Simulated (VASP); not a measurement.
Here is a VASP 6.6.1 calculation.

File INCAR:

```
SYSTEM = Eu3Mg
PREC = Accurate
ENCUT = 520
EDIFF = 1E-6
ISMEAR = -1
SIGMA = 0.05
LREAL = .False.
LASPH = .True.
NELM = 150
ALGO = Normal
ISIF = 2
LWAVE = .False.
LCHARG = .False.
ISPIN = 2
MAGMOM = 7 7 7 0
LORBIT = 11
LMAXMIX = 6
GGA = CA
NBANDS = 38
```

File KPOINTS:

```
regular mesh
0
Gamma
  5 5 5
  0 0 0
```

POSCAR

```
Eu3Mg
1.0
    5.5996464129      0.0000000000      0.0000000000
    0.0000000000      5.5996464129      0.0000000000
    0.0000000000      0.0000000000      5.5996464129
Eu Mg
3 1
Direct
    0.5000000000      0.5000000000      0.0000000000
    0.5000000000      0.0000000000      0.5000000000
    0.0000000000      0.5000000000      0.5000000000
    0.0000000000      0.0000000000      0.0000000000
```

Potentials or basis: VASP PAW PBE potentials, release 64 (Eu, Mg).

Launch:

```sh
$ cat potpaw_PBE.64/Eu/POTCAR potpaw_PBE.64/Mg/POTCAR > POTCAR
$ mpirun -np 1 vasp_std > vasp.out
```

**Question.** Predict the net moment.

**Answer.** 22.20 μB per cell.

**Question.** What does it give for the site moments?

**Answer.** Eu +6.73; Mg +0.01 μB.

 The state reached can hang on the start; a lower one may exist.
